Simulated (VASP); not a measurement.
Wanted: the native input for a VASP 6.6.1 run.

| Item | Value |
| --- | --- |
| Task | single point |
| Functional | r2SCAN |
| Dispersion | rVV10 |
| Potentials or basis | VASP PAW PBE potentials, release 64 (Sc_sv) |
| Cutoff | 520 eV |
| k mesh | 15 × 15 × 1 |
| Occupations | methfessel-paxton, width 0.1 eV |
| Spin | no spin polarisation |
| Dipole correction | yes |
| Further INCAR settings | ALGO = Normal; EDIFF = 1e-07; NBANDS = 36 |

Sc, a slab with vacuum:

```xyz
5
Lattice="3.1725 0.0000 0.0000 -1.5862 2.7474 0.0000 0.0000 0.0000 30.3619" Properties=species:S:1:pos:R:3 pbc="T T T"
Sc    0.0000    1.8316    7.0000
Sc    1.5862    0.9158    9.6641
Sc    0.0000    1.8316   12.3705
Sc    1.5862    0.9158   15.0195
Sc    0.0000    1.8316   17.6250
```

These files were run (other wordings do the same):

POSCAR

```
Sc
1.0
    3.1724512775      0.0000000000      0.0000000000
   -1.5862256388      2.7474233986      0.0000000000
    0.0000000000      0.0000000000     30.3619365903
Sc
5
Direct
    0.3333333333      0.6666666667      0.2305518286
    0.6666666667      0.3333333333      0.3182981514
    0.3333333333      0.6666666667      0.4074352856
    0.6666666667      0.3333333333      0.4946822722
    0.3333333333      0.6666666667      0.5804970402
```

INCAR.step1

```
SYSTEM = Sc
PREC = Accurate
ENCUT = 520
ISMEAR = 1
SIGMA = 0.1
LREAL = .False.
LASPH = .True.
NELM = 100
LDIPOL = .True.
IDIPOL = 3
DIPOL = 0.5 0.5 0.406
NBANDS = 36
GGA = PE
ALGO = Normal
EDIFF = 1E-4
LWAVE = .True.
LCHARG = .False.
```

INCAR.step2

```
SYSTEM = Sc
PREC = Accurate
ENCUT = 520
EDIFF = 1E-7
ISMEAR = 1
SIGMA = 0.1
LREAL = .False.
LASPH = .True.
NELM = 100
ALGO = Normal
ISIF = 2
LWAVE = .False.
LCHARG = .False.
LDIPOL = .True.
IDIPOL = 3
DIPOL = 0.5 0.5 0.406
METAGGA = R2SCAN
LMIXTAU = .True.
LUSE_VDW = .True.
IVDW_NL = 2
BPARAM = 11.95
CPARAM = 0.0093
NBANDS = 36
ISTART = 1
```

KPOINTS

```
regular mesh
0
Gamma
  15 15 1
  0 0 0
```

Potentials or basis: VASP PAW PBE potentials, release 64 (Sc_sv).

Command:

```sh
$ cat potpaw_PBE.64/Sc_sv/POTCAR > POTCAR
$ cp INCAR.step1 INCAR
$ mpirun -np 1 vasp_std > vasp.out
$ cp INCAR.step2 INCAR
$ mpirun -np 1 vasp_std > vasp.out
```

Results of the run:

```json
{
  "Largest force": "0.115 eV/Å",
  "Band gap on the k mesh": "zero (an odd number of electrons rules out a gap without spin polarisation)"
}
```

Caveat: the PAW data sets were made with another functional, which shifts forces and pressure a little.

Run time: 25 min on 1 thread of Intel(R) Xeon(R) 6975P-C (Granite Rapids), on a shared host, peak memory 0.97 GiB.
